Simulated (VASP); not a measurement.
# C (I4_1/amd) in VASP: notebook, part 2 of 2

VASP 6.6.1. Earlier steps stand in the parts before.

### Step 4. Single point, r2SCAN (strain -0.015 along x and y, +0.000 along z)

The input, POSCAR:

```
C
1.0
    0.0000000000      1.7566490000      1.7834000000
    1.7566490000      0.0000000000      1.7834000000
    1.7566490000      1.7566490000      0.0000000000
C
2
Direct
    0.5000000000      0.5000000000      0.5000000000
    0.7500000000      0.7500000000      0.7500000000
```

The input, INCAR.step1:

```
SYSTEM = C
ALGO = Normal ; EDIFF = 1E-4
ENCUT = 520 ; GGA = PE
ISMEAR = 0 ; LASPH = .TRUE.
LCHARG = .FALSE. ; LREAL = .FALSE.
LWAVE = .TRUE. ; NBANDS = 11
NELM = 60 ; PREC = Accurate
SIGMA = 0.05
```

The input, INCAR.step2:

```
SYSTEM = C
ALGO = Normal ; EDIFF = 1E-6
ENCUT = 520 ; ISIF = 2
ISMEAR = 0 ; ISTART = 1
LASPH = .TRUE. ; LCHARG = .TRUE.
LELF = .TRUE. ; LMIXTAU = .TRUE.
LREAL = .FALSE. ; LVHAR = .TRUE.
LWAVE = .FALSE. ; METAGGA = R2SCAN
NBANDS = 11 ; NELM = 60
PREC = Accurate ; SIGMA = 0.05
```

The input, KPOINTS:

```
k-points
0
G
  12 12 12
  0 0 0
```

Potentials or basis: VASP PAW PBE potentials, release 64 (C).

Command:

```sh
cat potpaw_PBE.64/C/POTCAR > POTCAR
cp INCAR.step1 INCAR
mpirun -np 1 vasp_std > vasp.out
cp INCAR.step2 INCAR
mpirun -np 1 vasp_std > vasp.out
```

OUTCAR:

```text
SYSTEM = C
   EDIFF = 1E-6
   ENCUT = 520
   ISIF = 2
   ISMEAR = 0
   ISTART = 1
   LASPH = .TRUE.
   LREAL = .FALSE.
   METAGGA = R2SCAN
   NELM = 60
   PREC = Accurate

 ion  position               nearest neighbor table
   1  0.500  0.500  0.500-   2 1.53   2 1.53   2 1.53   2 1.53
   2  0.750  0.750  0.750-   1 1.53   1 1.53   1 1.53   1 1.53

  LATTYP: Found a body centered tetragonal cell.
 ALAT       =     2.4842768401
 C/A-ratio  =     1.4357498095

  Lattice vectors:

 A1 = (  -1.7566490000,   0.0000000000,   1.7834000000)
 A2 = (   1.7566490000,   0.0000000000,   1.7834000000)
 A3 = (   0.0000000000,   1.7566490000,  -1.7834000000)

Analysis of symmetry for initial positions (statically):
=====================================================================
 Subroutine PRICEL returns:
 Original cell was already a primitive cell.

 Routine SETGRP: Setting up the symmetry group for a
 body centered tetragonal supercell.

 Subroutine GETGRP returns: Found 16 space group operations
 (whereof  8 operations were pure point group operations)
 out of a pool of 16 trial point group operations.

The static configuration has the point symmetry D_2d.
[... 166 lines left out ...]
 cond. band min:      14.4474828405   @ k =   0.3333   0.0000   0.3333
 fundamental gap:      4.2081738724
 Fermi energy:        10.5756063173

 k-point     1 :       0.0000    0.0000    0.0000
  band No.  band energies     occupation
      1     -12.9608      2.00000
      2       9.9914      2.00000
      3      10.2393      2.00000
      4      10.2393      2.00000
      5      16.0097      0.00000
      6      16.0097      0.00000
      7      16.2149      0.00000
      8      24.7016      0.00000
      9      30.9744      0.00000
     10      37.4332      0.00000
     11      38.3011      0.00000
[... 309 lines left out ...]
 k-point    24 :      -0.4167    0.1667    0.0000
  band No.  band energies     occupation
      1      -6.3686      2.00000
      2      -3.3839      2.00000
      3       4.0391      2.00000
      4       6.3986      2.00000
      5      18.4102      0.00000
      6      21.1471      0.00000
      7      22.1226      0.00000
      8      26.9790      0.00000
      9      31.1796      0.00000
     10      35.7929      0.00000
     11      36.7286      0.00000

 [... further k-points ...]
[... 5 lines left out ...]
  --------------------------------------------------------------------------------------
  -------------------------------------------------------------------------------------
  Total        1.2440079      1.2440079      0.1711153      0.0000000      0.0000000     -0.0000000
  in kB      181.0860352    181.0860352     24.9086795      0.0000000      0.0000000     -0.0000000
  external PRESSURE =     129.0269167 kB  Pullay stress =       0.0000000 kB

 VOLUME and BASIS-vectors are now :
 -----------------------------------------------------------------------------
  energy-cutoff  :      520.00
  volume of cell :       11.01
      direct lattice vectors                 reciprocal lattice vectors
     0.000000000  1.756649000  1.783400000    -0.284632844  0.284632844  0.280363351
     1.756649000  0.000000000  1.783400000     0.284632844 -0.284632844  0.280363351
     1.756649000  1.756649000  0.000000000     0.284632844  0.284632844 -0.280363351

 POSITION                                       TOTAL-FORCE (eV/Angst)
 -----------------------------------------------------------------------------------
      1.75665      1.75665      1.78340        -0.000000     -0.000000      0.000000
      2.63497      2.63497      2.67510         0.000000      0.000000     -0.000000
 -----------------------------------------------------------------------------------
    total drift:                                0.000000     -0.000000      0.000000

  FREE ENERGIE OF THE ION-ELECTRON SYSTEM (eV)
  ---------------------------------------------------
  free  energy   TOTEN  =       -19.6393976437 eV

  energy  without entropy=      -19.6393976437  energy(sigma->0) =      -19.63939764
```

OUTCAR.step1:

```text
SYSTEM = C
   EDIFF = 1E-4
   ENCUT = 520
   GGA = PE
   ISMEAR = 0
   LASPH = .TRUE.
[... 559 lines left out ...]
 -----------------------------------------------------------------------------------
      1.75665      1.75665      1.78340         0.000000      0.000000      0.000000
      2.63497      2.63497      2.67510        -0.000000     -0.000000      0.000000
 -----------------------------------------------------------------------------------
    total drift:                                0.000000     -0.000000      0.000000

  FREE ENERGIE OF THE ION-ELECTRON SYSTEM (eV)
  ---------------------------------------------------
  free  energy   TOTEN  =       -18.1599433146 eV

  energy  without entropy=      -18.1599433146  energy(sigma->0) =      -18.15994331
```

Wall time 3.2 min (1 thread of AMD EPYC 7R13, shared host); peak memory 0.1 GiB.

What came out:

```yaml
Free_energy: -19.6394 eV
Pressure: 12.9 GPa
Band_gap_on_the_k_mesh: 4.21 eV, indirect (least direct gap 5.77 eV)
```

Levels at points of the mesh, in eV from the valence-band top:
| k point | band 1 | band 2 | band 3 | band 4 | band 5 | band 6 | band 7 | band 8 | band 9 |
| --- | --- | --- | --- | --- | --- | --- | --- | --- | --- |
| (0.00, 0.00, 0.00) | -23.20 | -0.25 | 0.00 | 0.00 | 5.77 | 5.77 | 5.98 | 14.46 | 20.74 |
| (0.50, 0.00, 0.00) | -17.07 | -14.47 | -3.29 | -2.99 | 8.73 | 8.99 | 9.60 | 16.91 | 23.59 |
| (0.50, 0.50, 0.00) | -14.06 | -14.06 | -6.77 | -6.77 | 5.24 | 5.24 | 18.22 | 18.22 | 24.98 |
| (0.50, 0.00, 0.50) | -13.81 | -13.81 | -7.01 | -7.01 | 4.86 | 4.86 | 18.29 | 18.29 | 25.20 |

Caveat: the cell differs from its parent crystal (strain -0.015 along x and y, +0.000 along z); the PAW data sets were made with another functional, which shifts forces and pressure a little.

### Step 5. Single point, r2SCAN (strain +0.000 along x and y, -0.015 along z)

The input, POSCAR:

```
C
1.0
    0.0000000000      1.7834000000      1.7566490000
    1.7834000000      0.0000000000      1.7566490000
    1.7834000000      1.7834000000      0.0000000000
C
2
Direct
    0.5000000000      0.5000000000      0.5000000000
    0.7500000000      0.7500000000      0.7500000000
```

The input, INCAR.step1:

```
SYSTEM = C
ALGO     = Normal         ! electronic algorithm
EDIFF    = 1E-4           ! SCF threshold, eV
ENCUT    = 520            ! plane-wave cutoff, eV
GGA      = PE             ! functional
ISMEAR   = 0              ! smearing method
LASPH    = .True.         ! aspherical terms in the spheres
LCHARG   = .False.        ! write CHGCAR
LREAL    = .False.        ! projectors in reciprocal space
LWAVE    = .True.         ! write WAVECAR
NBANDS   = 11             ! bands
NELM     = 80             ! most SCF steps
PREC     = Accurate       ! precision mode
SIGMA    = 0.05           ! smearing width, eV
```

The input, INCAR.step2:

```
SYSTEM = C
ALGO     = Normal         ! electronic algorithm
EDIFF    = 1E-6           ! SCF threshold, eV
ENCUT    = 520            ! plane-wave cutoff, eV
ISIF     = 2              ! what is computed and relaxed
ISMEAR   = 0              ! smearing method
ISTART   = 1            
LASPH    = .True.         ! aspherical terms in the spheres
LCHARG   = .False.        ! write CHGCAR
LMIXTAU  = .True.       
LREAL    = .False.        ! projectors in reciprocal space
LWAVE    = .False.        ! write WAVECAR
METAGGA  = R2SCAN         ! meta-GGA
NBANDS   = 11             ! bands
NELM     = 80             ! most SCF steps
PREC     = Accurate       ! precision mode
SIGMA    = 0.05           ! smearing width, eV
```

The input, KPOINTS:

```
k-points
0
Gamma
  12 12 12
  0 0 0
```

Potentials or basis: VASP PAW PBE potentials, release 64 (C).

Command:

```sh
cat potpaw_PBE.64/C/POTCAR > POTCAR
cp INCAR.step1 INCAR
mpirun -np 1 vasp_std > vasp.out
cp INCAR.step2 INCAR
mpirun -np 1 vasp_std > vasp.out
```

OUTCAR:

```text
SYSTEM = C
   EDIFF = 1E-6
   ENCUT = 520
   ISIF = 2
   ISMEAR = 0
   ISTART = 1
   LASPH = .True.
   LREAL = .False.
   METAGGA = R2SCAN
   NELM = 80
   PREC = Accurate

 ion  position               nearest neighbor table
   1  0.500  0.500  0.500-   2 1.54   2 1.54   2 1.54   2 1.54
   2  0.750  0.750  0.750-   1 1.54   1 1.54   1 1.54   1 1.54

  LATTYP: Found a body centered tetragonal cell.
 ALAT       =     2.5221084671
 C/A-ratio  =     1.3930003589

  Lattice vectors:

 A1 = (   0.0000000000,  -1.7834000000,  -1.7566490000)
 A2 = (   0.0000000000,   1.7834000000,  -1.7566490000)
 A3 = (   1.7834000000,   0.0000000000,   1.7566490000)

Analysis of symmetry for initial positions (statically):
=====================================================================
 Subroutine PRICEL returns:
 Original cell was already a primitive cell.

 Routine SETGRP: Setting up the symmetry group for a
 body centered tetragonal supercell.

 Subroutine GETGRP returns: Found 16 space group operations
 (whereof  8 operations were pure point group operations)
 out of a pool of 16 trial point group operations.

The static configuration has the point symmetry D_2d.
 The point group associated with its full space group is D_4h.

Analysis of symmetry for dynamics (positions and initial velocities):
=====================================================================
 Subroutine PRICEL returns:
 Original cell was already a primitive cell.

 Routine SETGRP: Setting up the symmetry group for a
 body centered tetragonal supercell.

 Subroutine GETGRP returns: Found 16 space group operations
 (whereof  8 operations were pure point group operations)
 out of a pool of 16 trial point group operations.

The dynamic configuration has the point symmetry D_2d.
 The point group associated with its full space group is D_4h.

 Subroutine INISYM returns: Found 16 space group operations
 (whereof  8 operations are pure point group operations),
 and found     1 'primitive' translations

[... 115 lines left out ...]
  volume/ion in A,a.u.               =       5.59        37.70
  Fermi-wavevector in a.u.,A,eV,Ry     =   1.464538  2.767576 29.182751  2.144872
  Thomas-Fermi vector in A             =   2.580502
   LORBIT       =      0    0 simple, 1 ext, 2 COOP (PROOUT), +10 PAW based schemes
   METAGGA = R2SCAN    functional components
   LHFCALC =     F    Hartree Fock is set to
   AEXX    =    0.0000 exact exchange contribution
   IVDW    =     0    specifies the selected vdW correction
   LEPSILON=     F    determine dielectric tensor
   LRPA    =     F    only Hartree local field effects (RPA)
 non-spin polarized calculation
 Gauss-broadening in eV      SIGMA  =   0.05
  energy-cutoff  :      520.00
  volume of cell :       11.17
 maximum number of plane-waves:       310
   NGX =  9   NGY =  9   NGZ =  9

 number of electron       7.9999999 magnetization

 Free energy of the ion-electron system (eV)
  ---------------------------------------------------
  ext. energy  EPLUGINS =         0.00000000
  ---------------------------------------------------
  free energy    TOTEN  =       -19.64948443 eV

  energy without entropy =      -19.64948443  energy(sigma->0) =      -19.64948443

 E-fermi :  10.2775     XC(G=0): -14.3410

 val. band max:       10.0914197424   @ k =   0.0000   0.0000   0.0000
 cond. band min:      14.0640386735   @ k =   0.3333   0.3333   0.0000
 fundamental gap:      3.9726189311
 Fermi energy:        10.2775424645

 k-point     1 :       0.0000    0.0000    0.0000
  band No.  band energies     occupation
      1     -12.9717      2.00000
      2       9.8543      2.00000
      3       9.8543      2.00000
      4      10.0914      2.00000
      5      15.6768      0.00000
      6      15.8806      0.00000
      7      15.8806      0.00000
      8      24.1105      0.00000
      9      30.5386      0.00000
     10      37.0805      0.00000
     11      37.8616      0.00000
[... 309 lines left out ...]
 k-point    24 :      -0.4167    0.1667    0.0000
  band No.  band energies     occupation
      1      -6.5089      2.00000
      2      -3.3710      2.00000
      3       4.2157      2.00000
      4       5.9187      2.00000
      5      17.6822      0.00000
      6      20.7711      0.00000
      7      22.0061      0.00000
      8      26.4393      0.00000
      9      30.6052      0.00000
     10      35.3722      0.00000
     11      36.2591      0.00000

 [... further k-points ...]
[... 5 lines left out ...]
  --------------------------------------------------------------------------------------
  -------------------------------------------------------------------------------------
  Total        0.0436070      0.0436070      1.0816415      0.0000000      0.0000000      0.0000000
  in kB        6.2525096      6.2525096    155.0891493      0.0000000      0.0000000      0.0000000
  external PRESSURE =      55.8647229 kB  Pullay stress =       0.0000000 kB

 VOLUME and BASIS-vectors are now :
 -----------------------------------------------------------------------------
  energy-cutoff  :      520.00
  volume of cell :       11.17
      direct lattice vectors                 reciprocal lattice vectors
     0.000000000  1.783400000  1.756649000    -0.280363351  0.280363351  0.284632844
     1.783400000  0.000000000  1.756649000     0.280363351 -0.280363351  0.284632844
     1.783400000  1.783400000  0.000000000     0.280363351  0.280363351 -0.284632844

 POSITION                                       TOTAL-FORCE (eV/Angst)
 -----------------------------------------------------------------------------------
      1.78340      1.78340      1.75665         0.000000      0.000000     -0.000000
      2.67510      2.67510      2.63497        -0.000000     -0.000000      0.000000
 -----------------------------------------------------------------------------------
    total drift:                                0.000000     -0.000000      0.000000

  FREE ENERGIE OF THE ION-ELECTRON SYSTEM (eV)
  ---------------------------------------------------
  free  energy   TOTEN  =       -19.6494844261 eV

  energy  without entropy=      -19.6494844261  energy(sigma->0) =      -19.64948443
```

OSZICAR.step1:

```text
N       E                     dE             d eps       ncg     rms          rms(c)
DAV:   1     0.128845069828E+01    0.12885E+01   -0.46941E+03  3736   0.696E+02
DAV:   2    -0.184886733108E+02   -0.19777E+02   -0.19160E+02  4735   0.129E+02
DAV:   3    -0.188414186862E+02   -0.35275E+00   -0.35186E+00  4164   0.132E+01
DAV:   4    -0.188419661104E+02   -0.54742E-03   -0.54741E-03  3853   0.649E-01
DAV:   5    -0.188419667139E+02   -0.60350E-06   -0.60350E-06  4125   0.204E-02    0.567E+00
DAV:   6    -0.183406065177E+02    0.50136E+00   -0.26166E-01  3652   0.361E+00    0.339E+00
DAV:   7    -0.181719191366E+02    0.16869E+00   -0.31905E-01  3847   0.404E+00    0.782E-01
DAV:   8    -0.181737820032E+02   -0.18629E-02   -0.89505E-03  3766   0.708E-01    0.442E-02
DAV:   9    -0.181738211101E+02   -0.39107E-04   -0.61543E-05  3969   0.634E-02
   1 F= -.18173821E+02 E0= -.18173821E+02  d E =-.412869E-20
```

It took 2.3 min on 1 thread of AMD EPYC 7R13, shared host; peak memory 0.1 GiB.

Results:

```yaml
Free_energy: -19.6495 eV
Pressure: 5.6 GPa
Band_gap_on_the_k_mesh: 3.97 eV, indirect (least direct gap 5.59 eV)
```

Levels at points of the mesh, in eV from the valence-band top:
```csv
k point,band 2,band 3,band 4,band 5,band 6,band 7
"(0.00, 0.00, 0.00)",-0.24,-0.24,0.00,5.59,5.79,5.79
"(0.50, 0.00, 0.00)",-14.37,-3.32,-3.03,8.68,8.71,9.36
"(0.50, 0.50, 0.00)",-13.69,-7.07,-7.07,4.63,4.63,18.01
"(0.50, 0.00, 0.50)",-13.93,-6.83,-6.83,5.00,5.00,17.92
```

Caveat: the cell differs from its parent crystal (strain +0.000 along x and y, -0.015 along z); the PAW data sets were made with another functional, which shifts forces and pressure a little.

### Step 6. Overview

| cell | gap on the mesh (eV) | pressure (GPa) |
| --- | --- | --- |
| a = 2.523, b = 2.523, c = 2.446 Å, angles 61.0, 61.0, 58.0°, 2 atoms | 3.61 | 13.6 |
| a = 2.485, b = 2.485, c = 2.522 Å, angles 59.5, 59.5, 61.0°, 2 atoms | 3.60 | 13.0 |
| a = 2.503, b = 2.503, c = 2.484 Å, angles 60.3, 60.3, 59.5°, 2 atoms | 4.21 | 12.9 |
| a = 2.503, b = 2.503, c = 2.522 Å, angles 59.8, 59.8, 60.5°, 2 atoms | 3.97 | 5.6 |

Alike in all rows: task single point; level r2SCAN; potentials or basis VASP PAW PBE potentials, release 64 (C); no spin polarisation; k mesh 12 × 12 × 12; cutoff (eV) 520; smearing gaussian 0.05 eV.

Caveats: the PAW data sets were made with another functional, which shifts forces and pressure a little.

Absolute energies hang on the potentials; compare differences alone.
